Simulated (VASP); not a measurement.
Os:

```
CELL_PARAMETERS angstrom
2.74000 0.00000 0.00000
-1.37000 2.37291 0.00000
0.00000 0.00000 4.32646
ATOMIC_POSITIONS crystal
Os 0.33333 0.66667 0.75000
Os 0.66667 0.33333 0.25000
```

* Program: VASP 6.6.1
* Task: relaxation of cell and atoms
* Functional: LDA
* Potentials or basis: VASP PAW LDA potentials, release 64 (Os)
* Cutoff: 600 eV
* k mesh: 18 × 18 × 10
* Occupations: gaussian, width 0.05 eV
* Spin: no spin polarisation

At the start: pressure -10.2 GPa; volume 14.06 Å³/atom.

**Question.** How do energy, volume and symmetry change on relaxing?

**Answer.** Over 9 steps the energy falls by 10.7 meV/atom and the volume is 13.74 Å³/atom (-2.3 %); space group P6_3/mmc (No. 194, to 0.05 Å).

The path:
| step | energy change (eV) | largest force (eV/Å) | pressure (GPa) | volume (Å³) |
| --- | --- | --- | --- | --- |
| 1 | 0.0000 | 0.0000 | -10.16 | 28.13 |
| 2 | 0.4862 | 0.0000 | 63.99 | 24.65 |
| 3 | -0.0213 | 0.0000 | -0.56 | 27.51 |
| 4 | -0.0213 | 0.0000 | -0.08 | 27.48 |
| 5 | -0.0213 | 0.0000 | 0.14 | 27.46 |
| 6 | -0.0213 | 0.0000 | 0.14 | 27.46 |
| 7 | -0.0214 | 0.0000 | 0.14 | 27.46 |
| 8 | -0.0213 | 0.0000 | -0.45 | 27.50 |
| 9 | -0.0214 | 0.0000 | 0.00 | 27.47 |

Final structure:
```yaml
crystal:
  lattice:
    - [2.71700, 0.00000, 0.00000]
    - [-1.35850, 2.35299, 0.00000]
    - [0.00000, 0.00000, 4.29704]
  atoms:
    - { symbol: Os, position: [0.33333, 0.66667, 0.75000] }
    - { symbol: Os, position: [0.66667, 0.33333, 0.25000] }
```
